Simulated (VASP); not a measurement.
A run of VASP 6.6.1 is set up as follows.

Contents of INCAR:

```
PREC = Accurate
ENCUT = 520
EDIFF = 1E-6
ISMEAR = -1
SIGMA = 0.1
LREAL = False
LASPH = True
NELM = 60
ALGO = Normal
ISIF = 2
LWAVE = False
LCHARG = False
GGA = PE
NBANDS = 10
```

Contents of KPOINTS:

```
regular mesh
0
Gamma
  21 21 21
```

File POSCAR:

```
Fe
1.0
   -1.3233322915      1.3233322915      1.3233322915
    1.3233322915     -1.3233322915      1.3233322915
    1.3233322915      1.3233322915     -1.3233322915
Fe
1
Direct
    0.0000000000      0.0000000000      0.0000000000
```

Potentials or basis: VASP PAW PBE potentials, release 64 (Fe).

Command:

```console
$ cat potpaw_PBE.64/Fe/POTCAR > POTCAR
$ mpirun -np 1 vasp_std > vasp.out
```

(1) What does it give for the pressure?

(2) What does it give for the band gap on the k mesh?

Answers

(1) 44.3 GPa.

(2) zero (band 4 reaches 9.41 eV, above the bottom of band 5 at 7.01 eV).

Caveat: the run has no spin polarisation, though such a crystal can be magnetic.
